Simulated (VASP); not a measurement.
Here is a VASP 6.6.1 calculation.

Contents of INCAR:

```
ALGO = Normal ; EDIFF = 1E-6
ENCUT = 520 ; GGA = PE
ISIF = 2 ; ISMEAR = 0
LASPH = True ; LCHARG = False
LREAL = False ; LWAVE = False
NBANDS = 26 ; NELM = 80
PREC = Accurate ; SIGMA = 0.01
```

Contents of KPOINTS:

```
k-points
0
Gamma
  6 6 4
```

Contents of POSCAR:

```
GaN
1.0
    3.1831493761      0.0000000000      0.0000000000
   -1.5915746880      2.7566882238      0.0000000000
    0.0000000000      0.0000000000      5.1836252293
Ga N
2 2
Direct
    0.3333333333      0.6666666667     -0.0008868111
    0.6666666667      0.3333333333      0.4991131889
    0.3333333333      0.6666666667      0.3758868111
    0.6666666667      0.3333333333      0.8758868111
```

Potentials or basis: VASP PAW PBE potentials, release 64 (Ga_d, N).

Launch:

```bash
$ cat potpaw_PBE.64/Ga_d/POTCAR potpaw_PBE.64/N/POTCAR > POTCAR
$ mpirun -np 1 vasp_std > vasp.out
```

What does it give for the pressure?

6.3 GPa.

What does it give for the band gap on the k mesh?

1.94 eV, direct.

Estimate the largest force.

0.004 eV/Å.

Forces on the atoms (eV/Å):
```
Ga   0.000  0.000  0.004
Ga   0.000  0.000  0.004
N    0.000  0.000 -0.004
N    0.000  0.000 -0.004
```

A hybrid or GW would open this gap; PBE tends to underestimate it.
